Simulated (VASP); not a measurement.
Input of a VASP 6.6.1 run:

The input POSCAR:

```
HfO2
1.0
    4.9360320190      0.0000000000      0.0000000000
    0.0000000000      4.8382983915      0.0000000000
    0.0000000000      0.0000000000      3.2199930815
Hf O
2 4
Direct
    0.0000000000      0.0000000000      0.0000000000
    0.5000000000      0.5000000000      0.5000000000
    0.1930161087      0.8033707378      0.5000000000
    0.3069838913      0.3033707378      0.0000000000
    0.6930161087      0.6966292622      0.0000000000
    0.8069838913      0.1966292622      0.5000000000
```

The input INCAR.step1:

```
PREC = Accurate ; ENCUT = 520
ISMEAR = 0 ; SIGMA = 0.01
LREAL = F ; LASPH = T
NELM = 60 ; NBANDS = 31
GGA = PE ; ALGO = Normal
EDIFF = 1E-4 ; LWAVE = T
LCHARG = F
```

The input INCAR.step2:

```
PREC = Accurate ; ENCUT = 520
EDIFF = 1E-7 ; ISMEAR = 0
SIGMA = 0.01 ; LREAL = F
LASPH = T ; NELM = 60
ALGO = Normal ; ISIF = 2
LWAVE = F ; LCHARG = F
METAGGA = R2SCAN ; LMIXTAU = T
NBANDS = 31 ; ISTART = 1
```

File KPOINTS:

```
Automatic mesh
0
Gamma
  6 6 8
```

Potentials or basis: VASP PAW PBE potentials, release 64 (Hf_pv, O).

Run with:

```console
$ cat potpaw_PBE.64/Hf_pv/POTCAR potpaw_PBE.64/O/POTCAR > POTCAR
$ cp INCAR.step1 INCAR
$ mpirun -np 1 vasp_std > vasp.out
$ cp INCAR.step2 INCAR
$ mpirun -np 1 vasp_std > vasp.out
```

Estimate the band gap on the k mesh.

4.39 eV.

Predict the largest force.

0.059 eV/Å.

Estimate the pressure.

-7.1 GPa.

Stress tensor (GPa, compression positive):
```
-8.43  0.00  0.00
 0.00 -6.49  0.00
 0.00  0.00 -6.52
```

Caveat: the cell differs from its parent crystal (uniaxial x strain +2.0%); the cell stands under tension; the PAW data sets were made with another functional, which shifts forces and pressure a little; spin-orbit coupling is left out, which moves the levels of the heavy elements. A k mesh can miss the band edges.
